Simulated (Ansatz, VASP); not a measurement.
TiO2 in VASP and in Ansatz

```
Ti O
1.0
    -1.90503    1.90503    4.78850
     1.90503   -1.90503    4.78850
     1.90503    1.90503   -4.78850
Ti O
2 4
Cartesian
  0.0000 0.0000 0.0000
  0.0000 1.9050 2.3943
  0.0000 0.0000 1.9786
  0.0000 1.9050 4.3729
  0.0000 1.9050 0.4156
  0.0000 0.0000 7.5984
```

Change from the starting cell: volume scaled by 1.02, crystal datasets.

Alike in both runs: task electric field gradients; functional PBE; k mesh 13 × 13 × 13; occupations fermi-dirac, width 0.08 eV; no spin polarisation.

```csv
,VASP,Ansatz
version,VASP 6.6.1,Ansatz 0.2.0
potentials or method,"VASP PAW PBE potentials, release 64 (Ti_sv, O), cutoff 520 eV","all-electron PAW with datasets made for the crystal, scalar-relativistic"
```

VASP gave:

- pressure (GPa): 2.2
- traceless stress, the component that is largest in VASP (GPa): 2.40
- rms of the force components (eV/Å): 0.108
- size of Vzz on the site where it differs most (V/Å²): 18.3

**Question.** Estimate Ansatz's values.

**Answer.** Pressure (GPa): 1.6; traceless stress, the component that is largest in VASP (GPa): 2.30; rms of the force components (eV/Å): 0.098; size of Vzz on the site where it differs most (V/Å²): 19.1.

Atom by atom the forces differ by 0.010 eV/Å (rms over components). Ansatz ran all-electron here, and VASP with PAW potentials.
